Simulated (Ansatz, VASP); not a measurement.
# Two plane-wave programs on CoSi

```
Co Si
1.0
     4.37767    0.00000    0.00000
     0.00000    4.37767    0.00000
     0.00000    0.00000    4.37767
Co Si
4 4
Direct
  0.14567 0.14567 0.14567
  0.35433 0.85433 0.64567
  0.64567 0.35433 0.85433
  0.85433 0.64567 0.35433
  0.84361 0.84361 0.84361
  0.65639 0.15639 0.34361
  0.34361 0.65639 0.15639
  0.15639 0.34361 0.65639
```

Alike in both runs: functional r2SCAN; k mesh 8 × 8 × 8; occupations gaussian, width 0.05 eV; no spin polarisation.

Ansatz relaxed the structure, and its values are those at the end. VASP's run is a single point on that final structure, the one shown.

|  | VASP | Ansatz |
| --- | --- | --- |
| version | VASP 6.6.1 | Ansatz 0.2.0 |
| potentials or method | VASP PAW PBE potentials, release 64 (Co, Si), cutoff 520 eV | scalar-relativistic, plane waves, PAW |
| valence electrons in the cell | 52 | 84 |

Ansatz gave:

```
gap on the k mesh at the Fermi level (eV) : none
pressure (GPa)                            : 0.9
rms of the force components (eV/Å)        : 0.004
```

Task: Estimate VASP's values.

Result: gap on the k mesh at the Fermi level (eV): none; pressure (GPa): 1.1; rms of the force components (eV/Å): 0.007.

VASP's potentials were made for PBE, not for r2SCAN. A gap of «none» marks a metal or a gap that the smearing closes. VASP's potentials hold 52 valence electrons a cell and Ansatz's 84, so a difference there can come from the potentials and not from the codes. Ansatz's warnings: stress scf threshold loose.
